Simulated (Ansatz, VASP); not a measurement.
## Mo in VASP and in Ansatz

```
CELL_PARAMETERS angstrom
2.76788 0.00000 0.00000
-1.38394 2.39705 0.00000
0.00000 0.00000 4.90957
ATOMIC_POSITIONS crystal
Mo 0.33333 0.66667 0.25000
Mo 0.66667 0.33333 0.75000
```

Alike in both runs: functional PBE; k mesh 17 × 17 × 9; occupations fermi-dirac, width 0.05 eV; no spin polarisation.

Ansatz relaxed the structure, and its values are those at the end. VASP's run is a single point on that final structure, the one shown.

```csv
,VASP,Ansatz
version,VASP 6.6.1,Ansatz 0.2.0
potentials or method,"VASP PAW PBE potentials, release 64 (Mo_sv), cutoff 520 eV","all-electron LAPW, non-relativistic"
```

Ansatz gave:

```
pressure (GPa) : 0.0
```

**Question.** What did VASP give for the same quantities?

**Answer.** Pressure (GPa): -2.1.

Ansatz ran all-electron here, and VASP with PAW potentials.
